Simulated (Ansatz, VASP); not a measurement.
**Al32N in VASP and in Ansatz**

```xyz
33
Lattice="8.1000 0.0000 0.0000 0.0000 8.1000 0.0000 0.0000 0.0000 8.1000" Properties=species:S:1:pos:R:3 pbc="T T T"
Al    4.0501    0.0011   -0.0178
Al    6.0650    2.0360   -0.0108
Al    6.0303    0.0015    2.0238
Al    0.0002    0.0015   -0.0471
Al    2.0353    2.0361   -0.0109
Al    4.0502    4.0516    0.0022
Al    6.0660    6.0668   -0.0099
Al    2.0702    0.0015    2.0238
Al    4.0501    2.0431    2.0241
Al    6.0583    4.0512    2.0241
Al    4.0501    0.0011    4.0657
Al    6.0657    2.0353    4.0586
Al    6.0583    0.0011    6.0741
Al    0.0001    4.0512   -0.0179
Al    2.0343    6.0667   -0.0099
Al    0.0002    2.0728    2.0238
Al    2.0420    4.0512    2.0241
Al    4.0501    6.0596    2.0241
Al    0.0002    0.0015    4.0930
Al    2.0346    2.0353    4.0587
Al    4.0502    4.0515    4.0460
Al    6.0666    6.0675    4.0577
Al    2.0420    0.0011    6.0741
Al    4.0502    2.0231    6.0737
Al    6.0782    4.0516    6.0737
Al    0.0002    6.0325    2.0238
Al    0.0001    4.0512    4.0657
Al    2.0337    6.0674    4.0578
Al    0.0001    2.0431    6.0741
Al    2.0220    4.0516    6.0737
Al    4.0502    6.0793    6.0738
Al    0.0001    6.0596    6.0740
N     0.0005    8.1051    2.0212
```

Alike in both runs: functional PBE; k mesh 3 × 3 × 3; occupations gaussian, width 0.1 eV; no spin polarisation.

Ansatz relaxed the structure, and its values are those at the end. VASP's run is a single point on that final structure, the one shown.

```csv
,VASP,Ansatz
version,VASP 6.6.1,Ansatz 0.2.0
potentials or method,"VASP PAW PBE potentials, release 64 (Al, N), cutoff 520 eV","scalar-relativistic, plane waves, PAW"
valence electrons in the cell,101,101
```

VASP gave:

| Property | Result |
| --- | --- |
| rms of the force components (eV/Å) | 0.003 |

Which values does Ansatz return?

rms of the force components (eV/Å): 0.001.

With one functional, cell and mesh, what is left measures potentials, basis and numerics.
